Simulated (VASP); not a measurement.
# NaCl (P6_3/mmc) in VASP: settings compared, part 2 of 2

VASP 6.6.1. Earlier steps stand in the parts before.

**3. Single point, PBE**

The input, INCAR:

```
  PREC = Accurate
  ENCUT = 520
  EDIFF = 1E-6
  ISMEAR = 0
  SIGMA = 0.01
  LREAL = F
  LASPH = T
  NELM = 60
  ALGO = Normal
  ISIF = 2
  LWAVE = F
  LCHARG = F
  GGA = PE
  NBANDS = 22
```

The input, KPOINTS:

```
regular mesh
0
Gamma
  6 6 2
```

The input, POSCAR:

```
NaCl
1.0
    3.8922714746      0.0000000000      0.0000000000
   -1.9461357373      3.3708059754      0.0000000000
    0.0000000000      0.0000000000      6.7368164133
Na Cl
2 2
Direct
    0.0000000000      0.0000000000      0.0000000000
    0.0000000000      0.0000000000      0.5000000000
    0.3333333333      0.6666666667      0.2500000000
    0.6666666667      0.3333333333      0.7500000000
```

Potentials or basis: VASP PAW PBE potentials, release 64 (Na_pv, Cl).

Command:

```console
$ cat potpaw_PBE.64/Na_pv/POTCAR potpaw_PBE.64/Cl/POTCAR > POTCAR
$ mpirun -np 1 vasp_std > vasp.out
```

Run time: 11 s. Hardware: 1 thread of Intel Xeon 6975P-C (Granite Rapids), shared host; peak memory 0.19 GiB.

It converged, with:

```
Free energy            : -13.4378 eV
Pressure               : 1.2 GPa
Band gap on the k mesh : 5.07 eV, direct
```

Levels at points of the mesh, in eV from the valence-band top:
| k point | band 10 | band 11 | band 12 | band 13 | band 14 | band 15 | band 16 | band 17 | band 18 | band 19 |
| --- | --- | --- | --- | --- | --- | --- | --- | --- | --- | --- |
| (0.00, 0.00, 0.00) | -0.23 | -0.22 | -0.22 | 0.00 | 0.00 | 5.07 | 7.37 | 10.22 | 10.27 | 11.48 |
| (0.50, 0.00, 0.00) | -1.52 | -1.11 | -0.65 | -0.58 | -0.32 | 7.69 | 7.97 | 8.23 | 9.95 | 10.15 |
| (0.00, 0.00, 0.50) | -1.29 | -0.11 | -0.11 | -0.11 | -0.11 | 6.54 | 6.54 | 9.76 | 9.76 | 11.32 |
| (0.50, 0.00, 0.50) | -1.89 | -0.66 | -0.66 | -0.45 | -0.45 | 7.50 | 7.50 | 8.96 | 8.96 | 10.93 |

Caveat: the k points lie up to 0.47 Å⁻¹ apart.

**4. Single point, r2SCAN**

POSCAR is that of step 3.

The input, INCAR.step1:

```
PREC = Accurate
ENCUT = 520
ISMEAR = 0
SIGMA = 0.01
LREAL = False
LASPH = True
NELM = 100
NBANDS = 22
GGA = PE
ALGO = Normal
EDIFF = 1E-4
LWAVE = True
LCHARG = False
```

The input, INCAR.step2:

```
PREC = Accurate
ENCUT = 520
EDIFF = 1E-7
ISMEAR = 0
SIGMA = 0.01
LREAL = False
LASPH = True
NELM = 100
ALGO = Normal
ISIF = 2
LWAVE = False
LCHARG = False
METAGGA = R2SCAN
LMIXTAU = True
NBANDS = 22
ISTART = 1
```

The input, KPOINTS:

```
Automatic mesh
0
Gamma
  6 6 2
```

Potentials or basis: VASP PAW PBE potentials, release 64 (Na_pv, Cl).

Command:

```console
$ cat potpaw_PBE.64/Na_pv/POTCAR potpaw_PBE.64/Cl/POTCAR > POTCAR
$ cp INCAR.step1 INCAR
$ mpirun -np 1 vasp_std > vasp.out
$ cp INCAR.step2 INCAR
$ mpirun -np 1 vasp_std > vasp.out
```

OUTCAR:

```text
PREC = Accurate
   ENCUT = 520
   EDIFF = 1E-7
   ISMEAR = 0
   LREAL = False
   LASPH = True
   NELM = 100
   ISIF = 2
   METAGGA = R2SCAN
   ISTART = 1

 ion  position               nearest neighbor table
   1  0.000  0.000  0.000-
   2  0.000  0.000  0.500-
   3  0.333  0.667  0.250-
   4  0.667  0.333  0.750-

  LATTYP: Found a hexagonal cell.
 ALAT       =     3.8922714746
 C/A-ratio  =     1.7308187410

  Lattice vectors:

 A1 = (   3.8922714746,   0.0000000000,   0.0000000000)
 A2 = (  -1.9461357373,   3.3708059754,   0.0000000000)
 A3 = (   0.0000000000,   0.0000000000,   6.7368164133)

Analysis of symmetry for initial positions (statically):
=====================================================================
 Subroutine PRICEL returns:
 Original cell was already a primitive cell.

 Routine SETGRP: Setting up the symmetry group for a
[... 158 lines left out ...]
  ext. energy  EPLUGINS =         0.00000000
  ---------------------------------------------------
  free energy    TOTEN  =       -27.47067050 eV

  energy without entropy =      -27.47067050  energy(sigma->0) =      -27.47067050

 E-fermi :  -0.9056     XC(G=0):  -8.7093

 val. band max:       -0.9923915732   @ k =   0.0000   0.0000   0.0000
 cond. band min:       4.8938067202   @ k =   0.0000   0.0000   0.0000
 fundamental gap:      5.8861982934
 Fermi energy:        -0.9055929456

 k-point     1 :       0.0000    0.0000    0.0000
  band No.  band energies     occupation
      1     -22.7012      2.00000
      2     -22.6471      2.00000
      3     -22.6469      2.00000
      4     -22.6408      2.00000
      5     -22.6406      2.00000
      6     -22.6384      2.00000
[... 339 lines left out ...]
     21      11.2812      0.00000
     22      11.2812      0.00000

------------------------ aborting loop because EDIFF is reached ----------------------------------------

  FORCE on cell =-STRESS in cart. coord.  units (eV):
  Direction    XX          YY          ZZ          XY          YZ          ZX
  --------------------------------------------------------------------------------------
  -------------------------------------------------------------------------------------
  Total       -0.0820936     -0.0820936     -0.1438469      0.0000000      0.0000000      0.0000000
  in kB       -1.4880870     -1.4880870     -2.6074715      0.0000000      0.0000000      0.0000000
  external PRESSURE =      -1.8612152 kB  Pullay stress =       0.0000000 kB

 VOLUME and BASIS-vectors are now :
 -----------------------------------------------------------------------------
  energy-cutoff  :      520.00
  volume of cell :       88.39
      direct lattice vectors                 reciprocal lattice vectors
     3.892271475  0.000000000  0.000000000     0.256919387  0.148332477  0.000000000
    -1.946135737  3.370805975  0.000000000     0.000000000  0.296664954  0.000000000
     0.000000000  0.000000000  6.736816413     0.000000000  0.000000000  0.148438066

 POSITION                                       TOTAL-FORCE (eV/Angst)
 -----------------------------------------------------------------------------------
      0.00000      0.00000      0.00000         0.000000      0.000000     -0.000000
      0.00000      0.00000      3.36841         0.000000      0.000000     -0.000000
     -0.00000      2.24720      1.68420         0.000000     -0.000000      0.000000
      1.94614      1.12360      5.05261        -0.000000      0.000000      0.000000
 -----------------------------------------------------------------------------------
    total drift:                               -0.000000      0.000000     -0.000000

  FREE ENERGIE OF THE ION-ELECTRON SYSTEM (eV)
  ---------------------------------------------------
  free  energy   TOTEN  =       -27.4706705018 eV

  energy  without entropy=      -27.4706705018  energy(sigma->0) =      -27.47067050
```

It took 60 s on 1 thread of Intel Xeon 6975P-C (Granite Rapids), shared host; peak memory 0.2 GiB.

Results:

- Free energy: -27.4707 eV
- Pressure: -0.2 GPa
- Band gap on the k mesh: 5.89 eV, direct

Stress tensor (GPa, compression positive):
```
-0.15  0.00  0.00
 0.00 -0.15  0.00
 0.00  0.00 -0.26
```

Levels at points of the mesh, in eV from the valence-band top:
| k point | band 11 | band 12 | band 13 | band 14 | band 15 | band 16 | band 17 | band 18 |
| --- | --- | --- | --- | --- | --- | --- | --- | --- |
| (0.00, 0.00, 0.00) | -0.23 | -0.23 | 0.00 | 0.00 | 5.89 | 8.07 | 10.83 | 11.24 |
| (0.50, 0.00, 0.00) | -1.13 | -0.67 | -0.59 | -0.33 | 8.39 | 8.65 | 9.04 | 10.84 |
| (0.00, 0.00, 0.50) | -0.12 | -0.12 | -0.12 | -0.12 | 7.35 | 7.35 | 10.45 | 10.45 |
| (0.50, 0.00, 0.50) | -0.68 | -0.68 | -0.46 | -0.46 | 8.27 | 8.27 | 9.57 | 9.57 |

Caveat: the k points lie up to 0.47 Å⁻¹ apart; the PAW data sets were made with another functional, which shifts forces and pressure a little.

**5. Single point, r2SCAN**

POSCAR is that of step 4.

The input, INCAR.step1:

```
SYSTEM = NaCl
PREC = Accurate
ENCUT = 520
ISMEAR = 0
SIGMA = 0.01
LREAL = .False.
LASPH = .True.
NELM = 80
NBANDS = 22
GGA = PE
ALGO = Normal
EDIFF = 1E-4
LWAVE = .True.
LCHARG = .False.
```

The input, INCAR.step2:

```
SYSTEM = NaCl
PREC = Accurate
ENCUT = 520
EDIFF = 1E-6
ISMEAR = 0
SIGMA = 0.01
LREAL = .False.
LASPH = .True.
NELM = 80
ALGO = Normal
ISIF = 2
LWAVE = .False.
LCHARG = .False.
METAGGA = R2SCAN
LMIXTAU = .True.
NBANDS = 22
ISTART = 1
```

The input, KPOINTS:

```
regular mesh
0
Gamma
  6 6 2
  0 0 0
```

Command:

```console
$ cat potpaw_PBE.64/Na_pv/POTCAR potpaw_PBE.64/Cl/POTCAR > POTCAR
$ cp INCAR.step1 INCAR
$ mpirun -np 1 vasp_std > vasp.out
$ cp INCAR.step2 INCAR
$ mpirun -np 1 vasp_std > vasp.out
```

Wall time 52 s (1 thread of Intel Xeon 6975P-C (Granite Rapids), shared host); peak memory 0.21 GiB.

It converged, with:

- Free energy: -27.4707 eV
- Pressure: -0.2 GPa
- Band gap on the k mesh: 5.89 eV, direct

Stress tensor (GPa, compression positive):
```
-0.15  0.00  0.00
 0.00 -0.15  0.00
 0.00  0.00 -0.26
```

Levels at points of the mesh, in eV from the valence-band top:
```csv
k point,band 10,band 11,band 12,band 13,band 14,band 15,band 16,band 17,band 18,band 19
"(0.00, 0.00, 0.00)",-0.24,-0.23,-0.23,0.00,0.00,5.89,8.07,10.83,11.24,12.27
"(0.50, 0.00, 0.00)",-1.54,-1.13,-0.67,-0.59,-0.33,8.39,8.65,9.04,10.84,10.91
"(0.00, 0.00, 0.50)",-1.28,-0.12,-0.12,-0.12,-0.12,7.35,7.35,10.45,10.45,12.05
"(0.50, 0.00, 0.50)",-1.90,-0.68,-0.68,-0.46,-0.46,8.27,8.27,9.57,9.57,11.90
```

Caveat: the k points lie up to 0.47 Å⁻¹ apart; the PAW data sets were made with another functional, which shifts forces and pressure a little.

**6. Single point, r2SCAN**

POSCAR is that of step 5.

The input, INCAR.step1:

```
PREC = Accurate ; ENCUT = 520
ISMEAR = 0 ; SIGMA = 0.01
LREAL = False ; LASPH = True
NELM = 80 ; NBANDS = 22
GGA = PE ; ALGO = Normal
EDIFF = 1E-4 ; LWAVE = True
LCHARG = False
```

The input, INCAR.step2:

```
PREC = Accurate ; ENCUT = 520
EDIFF = 1E-6 ; ISMEAR = 0
SIGMA = 0.01 ; LREAL = False
LASPH = True ; NELM = 80
ALGO = Normal ; ISIF = 2
LWAVE = False ; LCHARG = False
METAGGA = R2SCAN ; LMIXTAU = True
NBANDS = 22 ; ISTART = 1
```

The input, KPOINTS:

```
Automatic mesh
0
Gamma
  6 6 4
```

Potentials or basis: VASP PAW PBE potentials, release 64 (Na_pv, Cl).

Command:

```console
$ cat potpaw_PBE.64/Na_pv/POTCAR potpaw_PBE.64/Cl/POTCAR > POTCAR
$ cp INCAR.step1 INCAR
$ mpirun -np 1 vasp_std > vasp.out
$ cp INCAR.step2 INCAR
$ mpirun -np 1 vasp_std > vasp.out
```

Run time: 74 s. Hardware: 1 thread of Intel Xeon 6975P-C (Granite Rapids), shared host; peak memory 0.21 GiB.

The run converged. Its results:

| Quantity | Value |
| --- | --- |
| Free energy | -27.4709 eV |
| Pressure | -0.2 GPa |
| Band gap on the k mesh | 5.89 eV, direct |

Stress tensor (GPa, compression positive):
```
-0.15  0.00  0.00
 0.00 -0.15  0.00
 0.00  0.00 -0.26
```

Levels at points of the mesh, in eV from the valence-band top:
| k point | band 12 | band 13 | band 14 | band 15 | band 16 | band 17 |
| --- | --- | --- | --- | --- | --- | --- |
| (0.00, 0.00, 0.00) | -0.23 | 0.00 | 0.00 | 5.89 | 8.07 | 10.83 |
| (0.50, 0.00, 0.00) | -0.67 | -0.59 | -0.33 | 8.39 | 8.65 | 9.04 |
| (0.00, 0.00, 0.50) | -0.12 | -0.12 | -0.12 | 7.35 | 7.35 | 10.45 |
| (0.50, 0.00, 0.50) | -0.68 | -0.46 | -0.46 | 8.28 | 8.28 | 9.57 |

Caveat: the PAW data sets were made with another functional, which shifts forces and pressure a little. A k mesh can miss the band edges.

**7. Summary**

```tsv
level	potentials or basis	k mesh	gap on the mesh (eV)	pressure (GPa)
LDA	VASP PAW LDA potentials, release 64 (Na_pv, Cl)	6 × 6 × 2	4.66	-2.1
PBE	VASP PAW PBE potentials, release 64 (Na_pv, Cl)	6 × 6 × 2	5.07	1.2
r2SCAN	VASP PAW PBE potentials, release 64 (Na_pv, Cl)	6 × 6 × 2	5.89	-0.2
r2SCAN	VASP PAW PBE potentials, release 64 (Na_pv, Cl)	6 × 6 × 4	5.89	-0.2
```

Alike in all rows: task single point; no spin polarisation; cell as given; cutoff (eV) 520; smearing gaussian 0.01 eV.

Caveats: some runs use coarse meshes; the PAW data sets were made with another functional, which shifts forces and pressure a little (some runs).

Total energies depend on the potentials used, so only differences within one code and one set of settings carry meaning.
